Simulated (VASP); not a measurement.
Ag: single point with PBEsol

Crystal: Ag.

```
Ag
1.0
     0.00000    2.02499    2.02499
     2.02499    0.00000    2.02499
     2.02499    2.02499    0.00000
Ag
1
Direct
  0.00000 0.00000 0.00000
```

| Property | Result |
| --- | --- |
| Program | VASP 6.6.1 |
| Task | single point |
| Functional | PBEsol |
| Potentials or basis | VASP PAW PBE potentials, release 64 (Ag) |
| Cutoff | 520 eV |
| k mesh | 11 × 11 × 11 |
| Occupations | fermi-dirac, width 0.05 eV |
| Spin | no spin polarisation |
| Dipole correction | no |
| Further INCAR settings | ALGO = Normal; EDIFF = 1e-06; NBANDS = 12 |

| Item | Value |
| --- | --- |
| Pressure | -0.2 GPa |

Levels at points of the mesh, in eV from the Fermi level:
```csv
k point,band 2,band 3,band 4,band 5,band 6,band 7,band 8,band 9,band 10,band 11
"(0.00, 0.00, 0.00)",-5.07,-5.07,-5.07,-3.97,-3.97,15.85,19.58,19.58,19.58,24.47
```

Wall time 21 s on 1 thread of AMD EPYC 7R43 64-Core Processor (Zen 3) (shared host), peak memory 0.11 GiB.

Caveat: the PAW data sets were made with another functional, which shifts forces and pressure a little.
